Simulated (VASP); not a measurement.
Runs of VASP 6.6.1 on Si. The structure is that of space group P6/mmm (No. 191), or close to it. The cells are those of the table. 

```csv
task,level,cell,cutoff (eV),gap on the mesh (eV),pressure (GPa)
single point,PBE+D4,"a = 2.621, b = 2.621, c = 2.446 Å, angles 90.0, 90.0, 120.0°, 1 atom",520,none,-0.1
single point,RPBE,"a = 2.672, b = 2.672, c = 2.480 Å, angles 90.0, 90.0, 120.0°, 1 atom",520,none,-0.4
single point,r2SCAN+D4,"a = 2.637, b = 2.637, c = 2.453 Å, angles 90.0, 90.0, 120.0°, 1 atom",520,none,-0.1
single point,PBEsol,"a = 2.636, b = 2.636, c = 2.456 Å, angles 90.0, 90.0, 120.0°, 1 atom",520,none,(a)
relaxation of cell and atoms,PBE+D4,"relaxed from a = 2.527, b = 2.527, c = 2.373 Å, angles 90.0, 90.0, 120.0°, 1 atom",600,none,-0.1
```

Alike in all rows: potentials or basis VASP PAW PBE potentials, release 64 (Si); no spin polarisation; k mesh 14 × 14 × 13; smearing fermi-dirac 0.15 eV.

Fill in the values left out.

(a) 0.2.

Caveats: pairwise dispersion overbinds metals, which lowers pressure and volume (some runs); the PAW data sets were made with another functional, which shifts forces and pressure a little (some runs).

A gap of «none» marks levels without a gap at the run's occupations.
